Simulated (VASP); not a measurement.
Runs of VASP 6.6.1 on Pb. The structure is that of space group P6_3/mmc (No. 194), or close to it. The cells are those of the table. 

| cell | k mesh | gap on the mesh (eV) | pressure (GPa) |
| --- | --- | --- | --- |
| a = 3.613, b = 3.613, c = 5.971 Å, angles 90.0, 90.0, 120.0°, 2 atoms | 15 × 15 × 8 | none | -2.1 |
| a = 3.490, b = 3.490, c = 5.942 Å, angles 90.0, 90.0, 120.0°, 2 atoms | 12 × 12 × 6 | none | 0.6 |
| a = 3.547, b = 3.547, c = 6.200 Å, angles 90.0, 90.0, 120.0°, 2 atoms | 15 × 15 × 8 | none | -1.9 |
| a = 3.371, b = 3.371, c = 5.583 Å, angles 90.0, 90.0, 120.0°, 2 atoms | 15 × 15 × 8 | none | (a) |

Alike in all rows: task single point; level PBE; potentials or basis VASP PAW PBE potentials, release 64 (Pb_d); no spin polarisation; cutoff (eV) 520; smearing gaussian 0.1 eV.

Task: Estimate the missing entries.

Result: (a) 8.4.

Caveats: spin-orbit coupling is left out, which moves the levels of the heavy elements.

A k mesh can miss the band edges, and the runs leave out spin-orbit coupling on Pb.

A gap of «none» marks levels without a gap at the run's occupations.
